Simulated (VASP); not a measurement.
# SbAsF2 (P6mm) in VASP: further runs

SbAsF2 is run at these levels: PBE; tasks: single point, relaxation of cell and atoms.

All numbers are computed with VASP 6.6.1; they aren't measurements. Logs are shortened: lines on timing, memory, paths and dates and some standing lists are left out, and cuts for length are marked.

## (1) The cell of the first run

Symmetry: P6mm, No. 183, hexagonal system. The conventional cell has a = 3.869 Å, b = 3.869 Å, c = 6.378 Å, α = 90.00°, β = 90.00°, γ = 120.00°. Within 3.7 Å of Sb (site symmetry 6mm) lie 2 As at 2.74 to 3.64 Å and 6 F at 3.52 Å. Within 3.0 Å of As (site symmetry 6mm) lie 6 F at 2.23 Å and 1 Sb at 2.74 Å. F (site symmetry 3m) has 3 F at 2.23 Å and 3 As at 2.23 Å within 3.0 Å.

The cell was generated, and may not be a known phase.

## (2) Single point, PBE

Input file INCAR:

```
SYSTEM = SbAsF2
PREC     = Accurate       ! precision mode
ENCUT    = 520            ! plane-wave cutoff, eV
EDIFF    = 1E-6           ! SCF threshold, eV
ISMEAR   = 0              ! smearing method
SIGMA    = 0.1            ! smearing width, eV
LREAL    = .FALSE.        ! projectors in reciprocal space
LASPH    = .TRUE.         ! aspherical terms in the spheres
NELM     = 80             ! most SCF steps
ALGO     = Normal         ! electronic algorithm
ISIF     = 2              ! what is computed and relaxed
LWAVE    = .FALSE.        ! write WAVECAR
LCHARG   = .FALSE.        ! write CHGCAR
GGA      = PE             ! functional
NBANDS   = 20             ! bands
```

Input file KPOINTS:

```
Automatic mesh
0
G
  12 12 8
  0 0 0
```

Input file POSCAR:

```
SbAsF2
1.0
    3.8686830437      0.0000000000      0.0000000000
   -1.9343415219      3.3503777950      0.0000000000
    0.0000000000      0.0000000000      6.3781710476
Sb As F
1 1 2
Direct
    0.0000000000      0.0000000000      0.1907470641
    0.0000000000      0.0000000000      0.7607162760
    0.3333333333      0.6666666667      0.7642408649
    0.6666666667      0.3333333333      0.7642408649
```

Potentials or basis: VASP PAW PBE potentials, release 64 (Sb, As, F).

Started as:

```
$ cat potpaw_PBE.64/Sb/POTCAR potpaw_PBE.64/As/POTCAR potpaw_PBE.64/F/POTCAR > POTCAR
$ mpirun -np 1 vasp_std > vasp.out
```

OUTCAR:

```text
SYSTEM = SbAsF2
   PREC = Accurate
   ENCUT = 520
   EDIFF = 1E-6
   ISMEAR = 0
   LREAL = .FALSE.
   LASPH = .TRUE.
   NELM = 80
   ISIF = 2
   GGA = PE

 ion  position               nearest neighbor table
   1  0.000  0.000  0.191-   2 2.74
   2  0.000  0.000  0.761-   3 2.23   4 2.23   3 2.23   4 2.23   4 2.23   3 2.23   1 2.74
   3  0.333  0.667  0.764-   2 2.23   2 2.23   2 2.23
   4  0.667  0.333  0.764-   2 2.23   2 2.23   2 2.23

  LATTYP: Found a hexagonal cell.
 ALAT       =     3.8686830437
 C/A-ratio  =     1.6486672533

  Lattice vectors:

 A1 = (   3.8686830437,   0.0000000000,   0.0000000000)
 A2 = (  -1.9343415219,   3.3503777950,   0.0000000000)
 A3 = (   0.0000000000,   0.0000000000,   6.3781710476)

Analysis of symmetry for initial positions (statically):
=====================================================================
 Subroutine PRICEL returns:
 Original cell was already a primitive cell.

 Routine SETGRP: Setting up the symmetry group for a
 hexagonal supercell.

 Subroutine GETGRP returns: Found 12 space group operations
 (whereof 12 operations were pure point group operations)
 out of a pool of 24 trial point group operations.

The static configuration has the point symmetry C_6v.

Analysis of symmetry for dynamics (positions and initial velocities):
=====================================================================
 Subroutine PRICEL returns:
 Original cell was already a primitive cell.

 Routine SETGRP: Setting up the symmetry group for a
 hexagonal supercell.

 Subroutine GETGRP returns: Found 12 space group operations
 (whereof 12 operations were pure point group operations)
 out of a pool of 24 trial point group operations.

The dynamic configuration has the point symmetry C_6v.

 Subroutine INISYM returns: Found 12 space group operations
 (whereof 12 operations are pure point group operations),
 and found     1 'primitive' translations

----------------------------------------------------------------------------------------

                                     Primitive cell

[... 82 lines left out ...]
   NGX,Y,Z   is equivalent  to a cutoff of  12.89, 12.89, 12.51 a.u.
   NGXF,Y,Z  is equivalent  to a cutoff of  25.78, 25.78, 25.02 a.u.
 SYSTEM =  SbAsF2
   PREC   = accura    normal or accurate (medium, high low for compatibility)
   ISTART =      0    job   : 0-new  1-cont  2-samecut
   ICHARG =      2    charge: 1-file 2-atom 10-const
   ISPIN  =      1    spin polarized calculation?
   LNONCOLLINEAR =      F non collinear calculations
   LSORBIT =      F    spin-orbit coupling
   LASPH  =      T    aspherical Exc in radial PAW
   ENCUT  =  520.0 eV  38.22 Ry    6.18 a.u.   7.19  7.19 11.86*2*pi/ulx,y,z
   NELM   =     80;   NELMIN=  2; NELMDL= -5     # of ELM steps
   EDIFF  = 0.1E-05   stopping-criterion for ELM
   LREAL  =      F    real-space projection
   EDIFFG = 0.1E-04   stopping-criterion for IOM
   NSW    =      0    number of steps for IOM
   IBRION =     -1    ionic relax: 0-MD 1-quasi-New 2-CG
   NFREE  =      0    steps in history (QN), initial steepest desc. (CG)
   ISIF   =      2    stress and relaxation
   ISYM   =      2    0-nonsym 1-usesym 2-fastsym
   POTIM  = 0.5000    time-step for ionic-motion
   TEBEG  =    0.0;   TEEND  =   0.0 temperature during run
   PSTRESS=    0.0 pullay stress
   NELECT =      24.0000    total number of electrons
   NUPDOWN=      -1.0000    fix difference up-down
   EMIN   =  10.00;   EMAX   =-10.00  energy-range for DOS
   EFERMI =   0.00;   METHOD = LEGACY
   ISMEAR =     0;   SIGMA  =   0.10  broadening in eV -4-tet -1-fermi 0-gaus
   EFERMI_NEDOS =   21; number of points for ismear=-14 and -15
   IALGO  =     38    algorithm
   IMIX   =      4    mixing-type and parameters
     AMIX     =   0.40;   BMIX     =  1.00
     AMIX_MAG =   1.60;   BMIX_MAG =  1.00
  volume/ion in A,a.u.               =      20.67       139.47
  Fermi-wavevector in a.u.,A,eV,Ry     =   1.083996  2.048455 15.987480  1.175047
  Thomas-Fermi vector in A             =   2.220075
   LORBIT       =      0    0 simple, 1 ext, 2 COOP (PROOUT), +10 PAW based schemes
   GGA     = PE    functional components
   LHFCALC =     F    Hartree Fock is set to
   AEXX    =    0.0000 exact exchange contribution
   IVDW    =     0    specifies the selected vdW correction
   LEPSILON=     F    determine dielectric tensor
   LRPA    =     F    only Hartree local field effects (RPA)
 non-spin polarized calculation
 Gauss-broadening in eV      SIGMA  =   0.10
  energy-cutoff  :      520.00
  volume of cell :       82.67
 maximum number of plane-waves:      2246
 NGX is ok and might be reduce to    30
   NGX = 15   NGY = 15   NGZ = 23

 number of electron      24.0000004 magnetization

 Free energy of the ion-electron system (eV)
  ---------------------------------------------------
  ext. energy  EPLUGINS =         0.00000000
  ---------------------------------------------------
  free energy    TOTEN  =       -15.90154371 eV

  energy without entropy =      -15.89317914  energy(sigma->0) =      -15.89736142

 E-fermi :   3.4234     XC(G=0):  -8.9635

 val. band max:        3.4167012392   @ k =   0.1667   0.0833   0.0000
 cond. band min:       3.4377950999   @ k =   0.1667   0.0833   0.1250
 fundamental gap:      0.0210938607
 Fermi energy:         3.4233816655

 k-point     1 :       0.0000    0.0000    0.0000
  band No.  band energies     occupation
      1     -21.1831      2.00000
      2     -19.1318      2.00000
      3      -7.0941      2.00000
      4      -4.8497      2.00000
      5      -3.1022      2.00000
      6      -3.1022      2.00000
[... 541 lines left out ...]
     19      12.3838      0.00000
     20      12.7114      0.00000

 [... further k-points ...]
[... 5 lines left out ...]
  --------------------------------------------------------------------------------------
  -------------------------------------------------------------------------------------
  Total       -0.1017577     -0.1017577     -0.0665786      0.0000000      0.0000000      0.0000000
  in kB       -1.9720807     -1.9720807     -1.2903046      0.0000000      0.0000000      0.0000000
  external PRESSURE =      -1.7448220 kB  Pullay stress =       0.0000000 kB

 VOLUME and BASIS-vectors are now :
 -----------------------------------------------------------------------------
  energy-cutoff  :      520.00
  volume of cell :       82.67
      direct lattice vectors                 reciprocal lattice vectors
     3.868683044  0.000000000  0.000000000     0.258485895  0.149236901  0.000000000
    -1.934341522  3.350377795  0.000000000     0.000000000  0.298473802  0.000000000
     0.000000000  0.000000000  6.378171048     0.000000000  0.000000000  0.156784757

 POSITION                                       TOTAL-FORCE (eV/Angst)
 -----------------------------------------------------------------------------------
      0.00000      0.00000      1.21662        -0.000000      0.000000      0.017132
      0.00000      0.00000      4.85198        -0.000000     -0.000000     -0.030281
     -0.00000      2.23359      4.87446        -0.000000      0.000000      0.006574
      1.93434      1.11679      4.87446         0.000000      0.000000      0.006574
 -----------------------------------------------------------------------------------
    total drift:                                0.000000      0.000000      0.002249

  FREE ENERGIE OF THE ION-ELECTRON SYSTEM (eV)
  ---------------------------------------------------
  free  energy   TOTEN  =       -15.9015437116 eV

  energy  without entropy=      -15.8931791360  energy(sigma->0) =      -15.89736142
```

stdout:

```text
POSCAR found type information on POSCAR SbAsF
 POSCAR found :  3 types and       4 ions
 scaLAPACK will be used
 LDA part: xc-table for (Slater+PW92), standard interpolation
 POSCAR, INCAR and KPOINTS ok, starting setup
 FFT: planning ... GRIDC
 FFT: planning ... GRID_SOFT
 FFT: planning ... GRID
 WAVECAR not read
 entering main loop
```

Wall time 1.7 min (1 thread of Intel Xeon Platinum 8375C at 2.90GHz (Ice Lake), shared host); peak memory 0.3 GiB.

What came out:

```yaml
Free_energy: -15.9015 eV
Pressure: -0.2 GPa
Largest_force: 0.030 eV/Å
Band_gap_on_the_k_mesh: zero (bands 12 and 13 overlap by 3.76 eV)
```

Forces on the atoms (eV/Å):
```
Sb   0.000  0.000  0.017
As   0.000  0.000 -0.030
F    0.000  0.000  0.007
F    0.000  0.000  0.007
```

Caveat: spin-orbit coupling is left out, which moves the levels of the heavy elements; this functional lacks dispersion, which binds layers or chains, so the pressure and a relaxed spacing across them are unreliable.

## (3) Relaxation of cell and atoms, PBE

This run uses another cell than the first one, of 21.23 Å³/atom.

Input file INCAR:

```
SYSTEM = SbAsF2
PREC = Accurate
ENCUT = 600
EDIFF = 1E-6
ISMEAR = 0
SIGMA = 0.1
LREAL = .FALSE.
LASPH = .TRUE.
NELM = 60
ALGO = Normal
ISIF = 3
LWAVE = .FALSE.
LCHARG = .FALSE.
GGA = PE
IBRION = 2
NSW = 100
EDIFFG = -0.01
```

Input file KPOINTS:

```
regular mesh
0
G
  12 12 8
  0 0 0
```

Input file POSCAR:

```
SbAsF2
1.0
    3.8764275304      0.0000000000      0.0000000000
   -1.9382137652      3.3570847173      0.0000000000
    0.0000000000      0.0000000000      6.5255994239
Sb As F
1 1 2
Direct
    0.0000000000      0.0000000000      0.1810891908
    0.0000000000      0.0000000000      0.7635445148
    0.3333333333      0.6666666667      0.7676556822
    0.6666666667      0.3333333333      0.7676556822
```

Potentials or basis: VASP PAW PBE potentials, release 64 (Sb, As, F).

Started as:

```
$ cat potpaw_PBE.64/Sb/POTCAR potpaw_PBE.64/As/POTCAR potpaw_PBE.64/F/POTCAR > POTCAR
$ mpirun -np 1 vasp_std > vasp.out
```

Wall time 13 min (1 thread of Intel Xeon Platinum 8375C at 2.90GHz (Ice Lake), shared host); peak memory 0.37 GiB.

The run converged. Its results:

| Property | Result |
| --- | --- |
| Free energy | -15.9095 eV |
| Relaxed volume | 20.35 Å³/atom |
| Relaxed cell | a = 3.863 Å, b = 3.863 Å, c = 6.299 Å, α = 90.00°, β = 90.00°, γ = 120.00° |
| Space group after relaxing (to 0.1 Å) | P6mm (No. 183) |
| Energy gained by relaxing | 1.9 meV/atom |
| Ionic steps | 20 |
| Pressure after relaxing | 0.0 GPa |
| Largest force after relaxing | 0.007 eV/Å |
| Band gap on the k mesh | zero (bands 12 and 13 overlap by 3.80 eV) |

Forces on the atoms (eV/Å):
```
Sb   0.000  0.000  0.005
As   0.000  0.000 -0.007
F    0.000  0.000  0.001
F    0.000  0.000  0.001
```

Step by step:
| step | energy change (eV) | largest force (eV/Å) | pressure (GPa) | volume (Å³) |
| --- | --- | --- | --- | --- |
| 1 | 0.0000 | 0.0762 | -0.40 | 84.92 |
| 2 | -0.0013 | 0.0565 | 0.02 | 84.28 |
| 3 | -0.0013 | 0.0567 | 0.02 | 84.29 |
| 4 | -0.0017 | 0.0429 | -0.03 | 84.21 |
| 5 | -0.0025 | 0.0617 | -0.17 | 83.95 |
| 6 | -0.0025 | 0.2001 | -0.41 | 83.44 |
| 7 | -0.0027 | 0.1346 | -0.27 | 83.69 |
| 8 | -0.0029 | 0.1334 | -0.28 | 83.63 |
| 9 | -0.0033 | 0.1296 | -0.27 | 83.48 |
| 10 | -0.0040 | 0.1216 | -0.23 | 83.18 |
| 11 | -0.0051 | 0.1047 | -0.15 | 82.56 |
| 12 | -0.0059 | 0.0691 | 0.08 | 81.34 |
| 13 | -0.0059 | 0.0757 | 0.04 | 81.59 |
| 14 | -0.0063 | 0.0588 | 0.04 | 81.56 |
| 15 | -0.0070 | 0.0471 | 0.08 | 81.46 |
| 16 | -0.0073 | 0.0911 | 0.14 | 81.26 |
| 17 | -0.0074 | 0.0565 | 0.14 | 81.33 |
| 18 | -0.0076 | 0.0065 | -0.09 | 81.52 |
| 19 | -0.0076 | 0.0152 | -0.04 | 81.47 |
| 20 | -0.0076 | 0.0068 | -0.01 | 81.40 |

Final structure:
```yaml
crystal:
  lattice:
    - [3.86298, 0.00000, 0.00000]
    - [-1.93149, 3.34544, 0.00000]
    - [0.00000, 0.00000, 6.29896]
  atoms:
    - { symbol: Sb, position: [0.00000, 0.00000, 0.19551] }
    - { symbol: As, position: [0.00000, 0.00000, 0.75897] }
    - { symbol: F, position: [0.33333, 0.66667, 0.76273] }
    - { symbol: F, position: [0.66667, 0.33333, 0.76273] }
```

Levels at points of the mesh, in eV from the Fermi level:
```tsv
k point	band 9	band 10	band 11	band 12	band 13	band 14	band 15	band 16
(0.00, 0.00, 0.00)	-5.39	-3.70	-2.02	2.23	2.23	3.93	4.15	4.15
(0.50, 0.00, 0.00)	-3.41	-3.23	-2.51	-2.43	1.06	2.49	4.28	4.61
(0.00, 0.00, 0.50)	-5.39	-3.71	-0.89	0.88	2.32	2.32	3.85	3.85
(0.50, 0.00, 0.50)	-3.42	-3.41	-2.28	-0.76	1.05	1.63	1.98	4.03
```

Caveat: spin-orbit coupling is left out, which moves the levels of the heavy elements; this functional lacks dispersion, which binds layers or chains, so the pressure and a relaxed spacing across them are unreliable.

The gap in the log of VASP goes by the Fermi energy; the results here count the filled bands.